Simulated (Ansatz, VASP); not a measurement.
Br in VASP and in Ansatz

Contents of INCAR:

```
PREC     = Accurate       # precision mode
ENCUT    = 520            # plane-wave cutoff, eV
EDIFF    = 1E-8           # SCF threshold, eV
ISMEAR   = -1             # smearing method
SIGMA    = 0.03           # smearing width, eV
LREAL    = False          # projectors in reciprocal space
LASPH    = True           # aspherical terms in the spheres
NELM     = 100            # most SCF steps
ALGO     = Normal         # electronic algorithm
ISIF     = 2              # what is computed and relaxed
LWAVE    = False          # write WAVECAR
LCHARG   = False          # write CHGCAR
GGA      = PE             # functional
LEFG     = True         
NBANDS   = 10             # bands
```

Contents of KPOINTS:

```
regular mesh
0
Gamma
  16 16 16
```

POSCAR

```
Br
1.0
    0.0000000000      2.3216249341      2.3216249341
    2.3216249341      0.0000000000      2.3216249341
    2.3216249341      2.3216249341      0.0000000000
Br
1
Direct
    0.0000000000      0.0000000000      0.0000000000
```

Input for Ansatz:

```yaml
crystal:
  lattice:
    - [0.0, 2.3216249341, 2.3216249341]
    - [2.3216249341, 0.0, 2.3216249341]
    - [2.3216249341, 2.3216249341, 0.0]
  atoms:
    - { symbol: Br, position: [0.0, 0.0, 0.0] }
kpoints:
  mp_grid: { grid: [16, 16, 16] }
scf:
  occupations: { method: fermi_dirac, width: 0.03 }
hamiltonian:
  xc: pbe
  pseudopotentials: { kind: all_electron, datasets: crystal }
output:
  forces: true
  stress: true
  eigenvalues: true
  efg: { contact_densities: true }
```

Change from the starting cell: volume scaled by 0.95, crystal datasets.

Alike in both runs: task electric field gradients; functional PBE; k mesh 16 × 16 × 16; occupations fermi-dirac, width 0.03 eV; no spin polarisation.

|  | VASP | Ansatz |
| --- | --- | --- |
| version | VASP 6.6.1 | Ansatz 0.2.0 |
| potentials or method | VASP PAW PBE potentials, release 64 (Br), cutoff 520 eV | all-electron PAW with datasets made for the crystal, scalar-relativistic |

```tsv
	VASP	Ansatz	Ansatz less VASP
pressure (GPa)	1.6	1.6	0.00
```

Ansatz ran all-electron here, and VASP with PAW potentials.
